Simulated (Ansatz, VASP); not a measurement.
# Cu2B in VASP and in Ansatz

```
CELL_PARAMETERS angstrom
3.90304 0.00000 0.00000
-1.95152 3.38013 0.00000
0.00000 0.00000 2.28841
ATOMIC_POSITIONS crystal
Cu 0.33333 0.66667 0.50000
Cu 0.66667 0.33333 0.50000
B 0.00000 0.00000 0.00000
```

Alike in both runs: functional r2SCAN; k mesh 12 × 12 × 20; occupations gaussian, width 0.1 eV; no spin polarisation.

Ansatz relaxed the structure, and its values are those at the end. VASP's run is a single point on that final structure, the one shown.

|  | VASP | Ansatz |
| --- | --- | --- |
| version | VASP 6.6.1 | Ansatz 0.2.0 |
| potentials or method | VASP PAW PBE potentials, release 64 (Cu, B), cutoff 520 eV | scalar-relativistic, plane waves, PAW |
| valence electrons in the cell | 25 | 41 |

Ansatz gave:

```
gap on the k mesh at the Fermi level (eV) : none
pressure (GPa)                            : 0.0
```

Q: Estimate VASP's values.

A: gap on the k mesh at the Fermi level (eV): none; pressure (GPa): 0.6.

VASP's potentials were made for PBE, not for r2SCAN. A gap of «none» marks a metal or a gap that the smearing closes. The functional is the same, so the differences come from potentials, cutoffs and numerics. VASP's potentials hold 25 valence electrons a cell and Ansatz's 41, so a difference there can come from the potentials and not from the codes.
